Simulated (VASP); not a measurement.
Runs of VASP 6.6.1 on Re. The structure is that of space group P6_3/mmc (No. 194), or close to it. The cells are those of the table. 

```csv
task,level,potentials or basis,spin,cell,k mesh,cutoff (eV),grid for exact exchange (PRECFOCK),share of exact exchange,screening parameter,gap on the mesh (eV),pressure (GPa)
single point,LDA,"VASP PAW LDA potentials, release 64 (Re)",off,"a = 2.737, b = 2.737, c = 4.417 Å, angles 90.0, 90.0, 120.0°, 2 atoms",11 × 11 × 6,520,-,-,-,none,1.6
single point,PBEsol-based screened hybrid with 25 % exact exchange,"VASP PAW PBE potentials, release 64 (Re)",off,"a = 2.761, b = 2.761, c = 4.458 Å, angles 90.0, 90.0, 120.0°, 2 atoms",6 × 6 × 3,520,Normal,0.25,0.207 1/Å,none,-15.1
single point,LDA,"VASP PAW LDA potentials, release 64 (Re)",off,"a = 2.761, b = 2.761, c = 4.458 Å, angles 90.0, 90.0, 120.0°, 2 atoms",11 × 11 × 6,520,-,-,-,none,-8.9
single point,PBE,"VASP PAW PBE potentials, release 64 (Re)","non-collinear, zero start, SOC","a = 2.761, b = 2.761, c = 4.458 Å, angles 90.0, 90.0, 120.0°, 2 atoms",8 × 8 × 5,520,-,-,-,-,6.3
single point,B3LYP,"VASP PAW PBE potentials, release 64 (Re)",off,"a = 2.793, b = 2.793, c = 4.456 Å, angles 90.0, 90.0, 120.0°, 2 atoms",6 × 6 × 3,520,Normal,0.2,-,none,-1.2
single point,PBEsol-based screened hybrid with 25 % exact exchange,"VASP PAW PBE potentials, release 64 (Re)",off,"a = 2.760, b = 2.760, c = 4.346 Å, angles 90.0, 90.0, 120.0°, 2 atoms",6 × 6 × 3,520,Normal,0.25,0.207 1/Å,none,(b)
single point,B3LYP,"VASP PAW PBE potentials, release 64 (Re_sv_GW)",off,"a = 2.761, b = 2.761, c = 4.458 Å, angles 90.0, 90.0, 120.0°, 2 atoms",6 × 6 × 3,410,Normal,0.2,-,none,(a)
relaxation of cell and atoms,PBEsol,"VASP PAW PBE potentials, release 64 (Re)",off,"relaxed from a = 2.761, b = 2.761, c = 4.458 Å, angles 90.0, 90.0, 120.0°, 2 atoms",11 × 11 × 6,600,-,-,-,none,-0.1
```

Alike in all rows: smearing fermi-dirac 0.05 eV.

Q: Fill in the values left out.

A: (a) 5.8; (b) -4.1.

Caveats: some runs use coarse meshes; spin-orbit coupling is left out, which moves the levels of the heavy elements (at least some runs); the PAW data sets were made with another functional, which shifts forces and pressure a little (at least some runs); the cell stands under tension (at least some runs); the cell stands under pressure (at least some runs).

A k mesh can miss the band edges, and rows without SOC leave out spin-orbit coupling on Re.

A gap of «none» marks levels without a gap at the run's occupations.

The runs don't all hold the same shells in valence.
